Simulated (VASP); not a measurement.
Here is a VASP 6.6.1 calculation.

Contents of INCAR:

```
SYSTEM = Nb3Sn
PREC = Accurate
ENCUT = 590
EDIFF = 1E-6
ISMEAR = -1
SIGMA = 0.05
LREAL = .FALSE.
LASPH = .TRUE.
NELM = 300
ALGO = All
ISIF = 2
LWAVE = .FALSE.
LCHARG = .FALSE.
GGA = PS
NBANDS = 63
GGA_COMPAT = .FALSE.
ISEARCH = 1
KPAR = 4
```

The input KPOINTS:

```
regular mesh
0
G
  5 5 5
  0 0 0
```

Contents of POSCAR:

```
Nb3Sn
1.0
    5.2404793189      0.0000000000      0.0000000000
    0.0000000000      5.2404793189      0.0000000000
    0.0000000000      0.0000000000      5.2404793189
Sn Nb
2 6
Direct
    0.5000000000      0.5000000000      0.5000000000
    0.0000000000      0.0000000000      0.0000000000
    0.0000000000      0.5000000000      0.2500000000
    0.0000000000      0.5000000000      0.7500000000
    0.5000000000      0.2500000000      0.0000000000
    0.7500000000      0.0000000000      0.5000000000
    0.5000000000      0.7500000000      0.0000000000
    0.2500000000      0.0000000000      0.5000000000
```

Potentials or basis: VASP PAW PBE potentials, release 64 (Sn_d, Nb_sv).

Launch:

```console
$ cat potpaw_PBE.64/Sn_d/POTCAR potpaw_PBE.64/Nb_sv/POTCAR > POTCAR
$ mpirun -np 4 vasp_std > vasp.out
```

Question: Estimate the band gap on the k mesh.

Answer: Zero (bands 53 and 54 overlap by 0.12 eV).

Question: What does it give for the pressure?

Answer: 1.8 GPa.

Caveat: the PAW data sets were made with another functional, which shifts forces and pressure a little; spin-orbit coupling is left out, which moves the levels of the heavy elements.
